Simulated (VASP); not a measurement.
# Ge (P6_3/mmc) in VASP: notebook, part 2 of 2

VASP 6.6.1. The steps go on from the part before.

## (4) Single point, BLYP

INCAR reads:

```
SYSTEM = Ge
PREC = Accurate
ENCUT = 520
EDIFF = 1E-7
ISMEAR = -1
SIGMA = 0.05
LREAL = .False.
LASPH = .True.
NELM = 60
ALGO = Normal
ISIF = 2
LWAVE = .False.
LCHARG = .False.
GGA = B5
ALDAX = 1.0
AGGAX = 1.0
AGGAC = 1.0
ALDAC = 0.0
NBANDS = 36
```

KPOINTS reads:

```
Automatic mesh
0
Gamma
  8 8 4
  0 0 0
```

POSCAR reads:

```
Ge
1.0
    3.9975858431      0.0000000000      0.0000000000
   -1.9987929216      3.4620108940      0.0000000000
    0.0000000000      0.0000000000      6.5993779500
Ge
4
Direct
    0.3333333333      0.6666666667      0.9370987500
    0.6666666667      0.3333333333      0.4370987500
    0.3333333333      0.6666666667      0.5629012500
    0.6666666667      0.3333333333      0.0629012500
```

On the command line:

```console
$ cat potpaw_PBE.64/Ge_d/POTCAR > POTCAR
$ mpirun -np 1 vasp_std > vasp.out
```

It took 81 s on 1 thread of AMD EPYC 9R45 (Zen 5), shared host; peak memory 0.2 GiB.

Results (log left out):

```
Free energy            : -15.0727 eV
Pressure               : 6.8 GPa
Largest force          : 0.028 eV/Å
Band gap on the k mesh : 0.19 eV, direct
```

Forces in eV/Å, atoms in the order of the input:
```
Ge   0.000  0.000 -0.028
Ge   0.000  0.000 -0.028
Ge   0.000  0.000  0.028
Ge   0.000  0.000  0.028
```

Stress tensor (GPa, compression positive):
```
6.85 0.00 0.00
0.00 6.85 0.00
0.00 0.00 6.76
```

Levels at points of the mesh, in eV from the valence-band top:
```csv
k point,band 26,band 27,band 28,band 29,band 30,band 31
"(0.00, 0.00, 0.00)",-0.14,-0.08,0.00,0.19,0.19,2.38
"(0.50, 0.00, 0.00)",-2.95,-2.65,-1.36,0.74,1.72,3.78
"(0.00, 0.00, 0.50)",-0.77,-0.77,-0.77,0.75,0.75,3.49
"(0.50, 0.00, 0.50)",-2.44,-2.30,-2.30,0.66,0.66,2.34
```

Caveat: the PAW data sets were made with another functional, which shifts forces and pressure a little. A k mesh can miss the band edges.

## (5) Single point, PBEsol

INCAR reads:

```
SYSTEM = Ge
ALGO     = Normal         ! electronic algorithm
EDIFF    = 1E-6           ! SCF threshold, eV
ENCUT    = 520            ! plane-wave cutoff, eV
GGA      = PS             ! functional
ISIF     = 2              ! what is computed and relaxed
ISMEAR   = -1             ! smearing method
LASPH    = .True.         ! aspherical terms in the spheres
LCHARG   = .False.        ! write CHGCAR
LREAL    = .False.        ! projectors in reciprocal space
LWAVE    = .False.        ! write WAVECAR
NBANDS   = 36             ! bands
NELM     = 100            ! most SCF steps
PREC     = Accurate       ! precision mode
SIGMA    = 0.05           ! smearing width, eV
```

KPOINTS reads:

```
k-points
0
Gamma
  8 8 4
  0 0 0
```

POSCAR reads:

```
Ge
1.0
    4.0002143282      0.0000000000      0.0000000000
   -2.0001071641      3.4642872288      0.0000000000
    0.0000000000      0.0000000000      6.5879557941
Ge
4
Direct
    0.3333333333      0.6666666667      0.9372402553
    0.6666666667      0.3333333333      0.4372402553
    0.3333333333      0.6666666667      0.5627597447
    0.6666666667      0.3333333333      0.0627597447
```

On the command line:

```console
$ cat potpaw_PBE.64/Ge_d/POTCAR > POTCAR
$ mpirun -np 1 vasp_std > vasp.out
```

Wall time 53 s (1 thread of AMD EPYC 9R45 (Zen 5), shared host); peak memory 0.2 GiB.

It converged, with:

* Free energy: -19.6777 eV
* Pressure: -0.1 GPa
* Band gap on the k mesh: 0.07 eV, indirect (least direct gap 0.15 eV)

Levels at points of the mesh, in eV from the valence-band top:
| k point | band 24 | band 25 | band 26 | band 27 | band 28 | band 29 | band 30 | band 31 | band 32 | band 33 |
| --- | --- | --- | --- | --- | --- | --- | --- | --- | --- | --- |
| (0.00, 0.00, 0.00) | -1.47 | -1.47 | -0.13 | -0.12 | 0.00 | 0.15 | 0.15 | 2.26 | 2.26 | 2.78 |
| (0.50, 0.00, 0.00) | -6.73 | -4.58 | -3.06 | -2.81 | -1.42 | 0.48 | 1.64 | 3.53 | 3.71 | 4.36 |
| (0.00, 0.00, 0.50) | -4.78 | -0.84 | -0.84 | -0.84 | -0.84 | 0.65 | 0.65 | 3.37 | 3.37 | 3.37 |
| (0.50, 0.00, 0.50) | -7.86 | -2.52 | -2.52 | -2.40 | -2.40 | 0.50 | 0.50 | 2.09 | 2.09 | 6.12 |

Caveat: the PAW data sets were made with another functional, which shifts forces and pressure a little.

## (6) Single point, PBE

INCAR reads:

```
SYSTEM = Ge
PREC     = Accurate       ! precision mode
ENCUT    = 520            ! plane-wave cutoff, eV
EDIFF    = 1E-6           ! SCF threshold, eV
ISMEAR   = 0              ! smearing method
SIGMA    = 0.011          ! smearing width, eV
LREAL    = .FALSE.        ! projectors in reciprocal space
LASPH    = .TRUE.         ! aspherical terms in the spheres
NELM     = 60             ! most SCF steps
ALGO     = Normal         ! electronic algorithm
ISIF     = 2              ! what is computed and relaxed
LWAVE    = .FALSE.        ! write WAVECAR
LCHARG   = .TRUE.         ! write CHGCAR
GGA      = PE             ! functional
LELF     = .TRUE.         ! ELF
LVHAR    = .TRUE.       
NBANDS   = 36             ! bands
```

KPOINTS reads:

```
regular mesh
0
G
  8 8 4
  0 0 0
```

POSCAR reads:

```
Ge
1.0
    3.9975858431      0.0000000000      0.0000000000
   -1.9987929216      3.4620108940      0.0000000000
    0.0000000000      0.0000000000      6.5993779500
Ge
4
Direct
    0.3333333333      0.6666666667      0.9370987500
    0.6666666667      0.3333333333      0.4370987500
    0.3333333333      0.6666666667      0.5629012500
    0.6666666667      0.3333333333      0.0629012500
```

Potentials or basis: VASP PAW PBE potentials, release 64 (Ge_d).

On the command line:

```console
$ cat potpaw_PBE.64/Ge_d/POTCAR > POTCAR
$ mpirun -np 1 vasp_std > vasp.out
```

OUTCAR:

```text
SYSTEM = Ge
   PREC = Accurate
   ENCUT = 520
   EDIFF = 1E-6
   ISMEAR = 0
   LREAL = .FALSE.
   LASPH = .TRUE.
   NELM = 60
   ISIF = 2
   GGA = PE

 ion  position               nearest neighbor table
   1  0.333  0.667  0.937-   4 2.45   4 2.45   4 2.45   3 2.47
   2  0.667  0.333  0.437-   3 2.45   3 2.45   3 2.45   4 2.47
   3  0.333  0.667  0.563-   2 2.45   2 2.45   2 2.45   1 2.47
   4  0.667  0.333  0.063-   1 2.45   1 2.45   1 2.45   2 2.47

  LATTYP: Found a hexagonal cell.
 ALAT       =     3.9975858431
 C/A-ratio  =     1.6508408347

  Lattice vectors:

 A1 = (   3.9975858431,   0.0000000000,   0.0000000000)
 A2 = (  -1.9987929216,   3.4620108940,   0.0000000000)
 A3 = (   0.0000000000,   0.0000000000,   6.5993779500)

Analysis of symmetry for initial positions (statically):
=====================================================================
 Subroutine PRICEL returns:
 Original cell was already a primitive cell.

 Routine SETGRP: Setting up the symmetry group for a
 hexagonal supercell.

[... 167 lines left out ...]
  ext. energy  EPLUGINS =         0.00000000
  ---------------------------------------------------
  free energy    TOTEN  =       -17.95953458 eV

  energy without entropy =      -17.95953458  energy(sigma->0) =      -17.95953458

 E-fermi :   5.0338     XC(G=0):  -9.8793

 val. band max:        4.9590986045   @ k =   0.0000   0.0000   0.0000
 cond. band min:       5.0804832621   @ k =   0.0000   0.0000   0.0000
 fundamental gap:      0.1213846576
 Fermi energy:         5.0337583762

 k-point     1 :       0.0000    0.0000    0.0000
  band No.  band energies     occupation
      1     -19.9305      2.00000
      2     -19.9305      2.00000
      3     -19.8924      2.00000
      4     -19.8924      2.00000
      5     -19.8924      2.00000
      6     -19.8795      2.00000
[... 925 lines left out ...]
     35      12.4273      0.00000
     36      12.4273      0.00000

 [... further k-points ...]
[... 5 lines left out ...]
  --------------------------------------------------------------------------------------
  -------------------------------------------------------------------------------------
  Total        1.6801370      1.6801370      1.5532056     -0.0000000     -0.0000000      0.0000000
  in kB       29.4731149     29.4731149     27.2464741     -0.0000000     -0.0000000      0.0000000
  external PRESSURE =      28.7309013 kB  Pullay stress =       0.0000000 kB

 VOLUME and BASIS-vectors are now :
 -----------------------------------------------------------------------------
  energy-cutoff  :      520.00
  volume of cell :       91.33
      direct lattice vectors                 reciprocal lattice vectors
     3.997585843  0.000000000  0.000000000     0.250150976  0.144424733  0.000000000
    -1.998792922  3.462010894  0.000000000     0.000000000  0.288849467  0.000000000
     0.000000000  0.000000000  6.599377950     0.000000000  0.000000000  0.151529433

 POSITION                                       TOTAL-FORCE (eV/Angst)
 -----------------------------------------------------------------------------------
     -0.00000      2.30801      6.18427         0.000000     -0.000000     -0.018862
      1.99879      1.15400      2.88458        -0.000000     -0.000000     -0.018862
     -0.00000      2.30801      3.71480         0.000000      0.000000      0.018862
      1.99879      1.15400      0.41511         0.000000      0.000000      0.018862
 -----------------------------------------------------------------------------------
    total drift:                               -0.000000      0.000000     -0.000000

  FREE ENERGIE OF THE ION-ELECTRON SYSTEM (eV)
  ---------------------------------------------------
  free  energy   TOTEN  =       -17.9595345753 eV

  energy  without entropy=      -17.9595345753  energy(sigma->0) =      -17.95953458
```

stdout:

```text
POSCAR found type information on POSCAR Ge
 POSCAR found :  1 types and       4 ions
 scaLAPACK will be used
 LDA part: xc-table for (Slater+PW92), standard interpolation
 POSCAR, INCAR and KPOINTS ok, starting setup
 FFT: planning ... GRIDC
 FFT: planning ... GRID_SOFT
 FFT: planning ... GRID
 WAVECAR not read
 entering main loop
```

It took 54 s on 1 thread of AMD EPYC 9R45 (Zen 5), shared host; peak memory 0.2 GiB.

Results:

- Free energy: -17.9595 eV
- Pressure: 2.9 GPa
- Largest force: 0.019 eV/Å
- Band gap on the k mesh: 0.12 eV, direct

Forces in eV/Å, atoms in the order of the input:
```
Ge   0.000  0.000 -0.019
Ge   0.000  0.000 -0.019
Ge   0.000  0.000  0.019
Ge   0.000  0.000  0.019
```

Stress tensor (GPa, compression positive):
```
2.95 0.00 0.00
0.00 2.95 0.00
0.00 0.00 2.72
```

A k mesh can miss the band edges.

## (7) Overview

```csv
level,cell,smearing,gap on the mesh (eV),pressure (GPa),largest force (eV/Å)
PBE,"a = 3.998, b = 3.998, c = 6.599 Å, angles 90.0, 90.0, 120.0°, 4 atoms",gaussian 0.015 eV,0.12,2.9,0.02
revPBE,"a = 3.998, b = 3.998, c = 6.599 Å, angles 90.0, 90.0, 120.0°, 4 atoms",fermi-dirac 0.05 eV,-,4.1,0.01
BLYP,"a = 3.998, b = 3.998, c = 6.599 Å, angles 90.0, 90.0, 120.0°, 4 atoms",fermi-dirac 0.05 eV,0.19,6.8,0.03
PBEsol,"a = 4.000, b = 4.000, c = 6.588 Å, angles 90.0, 90.0, 120.0°, 4 atoms",fermi-dirac 0.05 eV,0.07,-0.1,-
PBE,"a = 3.998, b = 3.998, c = 6.599 Å, angles 90.0, 90.0, 120.0°, 4 atoms",gaussian 0.011 eV,0.12,2.9,0.02
```

Alike in all rows: task single point; potentials or basis VASP PAW PBE potentials, release 64 (Ge_d); no spin polarisation; k mesh 8 × 8 × 4; cutoff (eV) 520.

On the cell as given the gap runs from 0.12 eV (PBE) to 0.19 eV (BLYP). The pressure there spans 2.9 GPa (PBE) to 6.8 GPa (BLYP); a positive pressure means that this level wants a larger cell, a negative one a smaller.

Caveats: the PAW data sets were made with another functional, which shifts forces and pressure a little (some runs).

Absolute energies hang on the potentials; compare differences alone.
